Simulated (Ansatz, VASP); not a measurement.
## BaTiO3 in VASP and in Ansatz

```xyz
5
Lattice="2.8274 1.6324 2.3184 -2.8274 1.6324 2.3184 0.0000 -3.2648 2.3184" Properties=species:S:1:pos:R:3 pbc="T T T"
Ba    0.0000    0.0000    0.0000
Ti    0.0000    0.0000    3.3698
O     1.3885   -0.8017    2.3988
O    -1.3885   -0.8017    2.3988
O     0.0000    1.6033    2.3988
```

Alike in both runs: functional PBEsol; k mesh 6 × 6 × 6; occupations fermi-dirac, width 0.05 eV; no spin polarisation.

|  | VASP | Ansatz |
| --- | --- | --- |
| version | VASP 6.6.1 | Ansatz 0.2.0 |
| potentials or method | VASP PAW PBE potentials, release 64 (Ba_sv, Ti_sv, O_h) | Ansatz PAW |
| plane-wave cutoff (eV) | 1340 | 420 |
| valence electrons in the cell | 40 | 40 |
| task | single point | band structure |

Ansatz gave:

* gap on the k mesh at the Fermi level (eV): 2.39
* least direct gap on the mesh (eV): 2.75
* pressure (GPa): -1.2
* traceless stress, the component that is largest in VASP (GPa): -0.08
* rms of the force components (eV/Å): 0.053

Which values does VASP return?

gap on the k mesh at the Fermi level (eV): 2.34; least direct gap on the mesh (eV): 2.74; pressure (GPa): 0.4; traceless stress, the component that is largest in VASP (GPa): -0.09; rms of the force components (eV/Å): 0.055.

VASP's potentials were made for PBE, not for PBEsol. Atom by atom the forces differ by 0.014 eV/Å (rms over components).

Neither program's run includes spin-orbit coupling.
